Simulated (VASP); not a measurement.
Here is a VASP 6.6.1 calculation.

The input INCAR:

```
SYSTEM = ZrO5
PREC = Accurate
ENCUT = 600
EDIFF = 1E-6
ISMEAR = 0
SIGMA = 0.1
LREAL = .FALSE.
LASPH = .TRUE.
NELM = 80
ALGO = Normal
ISIF = 3
LWAVE = .FALSE.
LCHARG = .FALSE.
GGA = PE
IBRION = 2
NSW = 90
EDIFFG = -0.04
```

File KPOINTS:

```
regular mesh
0
G
  6 6 6
  0 0 0
```

The input POSCAR:

```
ZrO5
1.0
    0.0000000000      3.0775313300      3.0775313300
    3.0775313300      0.0000000000      3.0775313300
    3.0775313300      3.0775313300      0.0000000000
Zr O
1 5
Direct
    0.0000000000      0.0000000000      0.0000000000
    0.2500000000      0.2500000000      0.2500000000
    0.1283094900      0.6238968400      0.6238968400
    0.6238968400      0.6238968400      0.6238968400
    0.6238968400      0.6238968400      0.1283094900
    0.6238968400      0.1283094900      0.6238968400
```

Potentials or basis: VASP PAW PBE potentials, release 64 (Zr_sv, O).

Command:

```sh
$ cat potpaw_PBE.64/Zr_sv/POTCAR potpaw_PBE.64/O/POTCAR > POTCAR
$ mpirun -np 1 vasp_std > vasp.out
```

Q: Predict the relaxed volume.

A: 8.71 Å³/atom.

Q: Estimate the band gap on the k mesh.

A: Zero (band 21 reaches 6.92 eV, above the bottom of band 22 at 6.11 eV).

Q: Estimate the space group after relaxing (to 0.05 Å).

A: F-43m (No. 216).

Forces on the atoms (eV/Å):
```
Zr   0.000  0.000  0.000
O    0.000  0.000  0.000
O   -0.008  0.008  0.008
O   -0.008 -0.008 -0.008
O    0.008  0.008 -0.008
O    0.008 -0.008  0.008
```
